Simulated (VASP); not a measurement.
A run of VASP 6.6.1 is set up as follows.

The input INCAR:

```
SYSTEM = BeGaN
PREC     = Accurate       ! precision mode
ENCUT    = 600            ! plane-wave cutoff, eV
EDIFF    = 1E-6           ! SCF threshold, eV
ISMEAR   = 0              ! smearing method
SIGMA    = 0.1            ! smearing width, eV
LREAL    = .FALSE.        ! projectors in reciprocal space
LASPH    = .TRUE.         ! aspherical terms in the spheres
NELM     = 100            ! most SCF steps
ALGO     = Normal         ! electronic algorithm
ISIF     = 3              ! what is computed and relaxed
LWAVE    = .FALSE.        ! write WAVECAR
LCHARG   = .FALSE.        ! write CHGCAR
GGA      = PE             ! functional
IBRION   = 2              ! ionic algorithm
NSW      = 90             ! ionic steps
EDIFFG   = -0.04          ! ionic threshold
```

File KPOINTS:

```
regular mesh
0
G
  6 6 4
  0 0 0
```

The input POSCAR:

```
BeGaN
1.0
    2.9830174000      0.0000000000      0.0000000000
    0.0000000000      2.9830174000      0.0000000000
    0.0000000000      0.0000000000      7.1040423100
Be Ga N
2 2 2
Direct
    0.5000000000      0.0000000000      0.1791800000
    0.0000000000      0.5000000000      0.8208200000
    0.0000000000      0.5000000000      0.3838599900
    0.5000000000      0.0000000000      0.6161400100
    0.0000000000      0.0000000000      0.5000000000
    0.5000000000      0.5000000000      0.5000000000
```

Potentials or basis: VASP PAW PBE potentials, release 64 (Be, Ga_d, N).

Command:

```console
$ cat potpaw_PBE.64/Be/POTCAR potpaw_PBE.64/Ga_d/POTCAR potpaw_PBE.64/N/POTCAR > POTCAR
$ mpirun -np 1 vasp_std > vasp.out
```

What does it give for the band gap on the k mesh?

Zero (band 20 reaches 5.42 eV, above the bottom of band 21 at 4.58 eV).

What does it give for the space group after relaxing (to 0.05 Å)?

P4/nmm (No. 129).

What does it give for the relaxed cell?

a = 3.510 Å, b = 3.510 Å, c = 5.985 Å, α = 90.00°, β = 90.00°, γ = 90.00°.

Estimate the relaxed volume.

12.29 Å³/atom.

Forces in eV/Å, atoms in the order of the input:
```
Be   0.000  0.000 -0.008
Be   0.000  0.000  0.008
Ga   0.000  0.000  0.033
Ga   0.000  0.000 -0.033
N    0.000  0.000  0.000
N    0.000  0.000  0.000
```

Caveat: the volume moved by over 15 % at a fixed basis, so the end points are rough.
